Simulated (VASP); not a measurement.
## Sn2Te: single point with PBE

Sn2Te:

```
Sn Te
1.0
     0.00000   -4.53336    0.00000
    -4.01914    2.26668   -0.00003
     0.12269    0.00000  -15.95064
Sn Te
6 3
Direct
  0.34761 0.69523 0.45597
  0.67756 0.35512 0.54282
  0.97570 0.95139 0.34443
  0.97622 0.95245 0.65676
  0.65564 0.31128 0.88629
  0.32080 0.64160 0.11599
  0.35131 0.70262 0.77022
  0.68087 0.36173 0.22823
  0.01814 0.03628 0.99930
```

```
Program             : VASP 6.6.1
Task                : single point
Functional          : PBE
Potentials or basis : VASP PAW PBE potentials, release 64 (Sn_d, Te)
Cutoff              : 520 eV
k mesh              : 6 × 6 × 2
Occupations         : gaussian, width 0.2 eV
Spin                : no spin polarisation
```

| Item | Value |
| --- | --- |
| Pressure | 0.0 GPa |
| Largest force | 0.029 eV/Å |
| Band gap on the k mesh | zero (bands 51 and 52 overlap by 0.17 eV) |

Forces on the atoms (eV/Å):
```
Sn  -0.008  0.000 -0.023
Sn   0.009  0.000  0.028
Sn   0.001  0.000 -0.008
Sn  -0.003  0.000 -0.002
Sn  -0.012  0.000 -0.003
Sn  -0.014  0.000  0.008
Te   0.007  0.000 -0.007
Te   0.011  0.000  0.006
Te   0.009  0.000  0.001
```

Levels at points of the mesh, in eV from the Fermi level:
```tsv
k point	band 48	band 49	band 50	band 51	band 52	band 53	band 54	band 55
(0.00, 0.00, 0.00)	-0.67	-0.54	-0.37	0.08	0.53	0.56	0.60	0.72
(0.50, 0.00, 0.00)	-2.04	-1.75	-1.66	-0.71	0.02	0.30	1.33	1.46
(0.00, 0.50, 0.00)	-1.98	-1.53	-1.48	-0.43	0.07	0.14	1.33	1.65
(0.00, 0.00, 0.50)	-0.68	-0.57	-0.54	0.19	0.35	0.45	0.75	1.10
(0.50, 0.00, 0.50)	-1.98	-1.92	-1.17	-0.95	0.08	0.75	0.85	1.06
(0.00, 0.50, 0.50)	-1.82	-1.77	-1.16	-0.79	0.23	0.59	0.99	1.11
```

Wall time 9.4 min on 1 thread of Intel(R) Xeon(R) 6975P-C (Granite Rapids) (shared host), peak memory 0.6 GiB.

Caveat: semilocal functionals underestimate gaps, so a narrow gap can read as zero; spin-orbit coupling is left out, which moves the levels of the heavy elements.
